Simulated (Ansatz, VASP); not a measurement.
**W: VASP beside Ansatz**

```
CELL_PARAMETERS angstrom
-1.59730 1.59730 1.55737
1.59730 -1.59730 1.55737
1.59730 1.59730 -1.55737
ATOMIC_POSITIONS crystal
W 0.00000 0.00000 0.00000
```

Change from the starting cell: strain +0.000 along x and y, -0.025 along z, atoms carried along.

Alike in both runs: task single point; functional PBE; k mesh 20 × 20 × 20; occupations gaussian, width 0.15 eV; no spin polarisation.

```csv
,VASP,Ansatz
version,VASP 6.6.1,Ansatz 0.2.0
potentials or method,"VASP PAW PBE potentials, release 64 (W_sv), cutoff 500 eV","scalar-relativistic, plane waves, PAW"
valence electrons in the cell,14,14
```

```csv
,VASP,Ansatz,Ansatz less VASP
gap on the k mesh at the Fermi level (eV),none,none,-
pressure (GPa),5.4,4.8,-0.54
"traceless stress, the component that is largest in VASP (GPa)",6.05,6.05,+0.005
```

A gap of «none» marks a metal or a gap that the smearing closes. The functional is the same, so the differences come from potentials, cutoffs and numerics.

Spin-orbit coupling is off throughout.
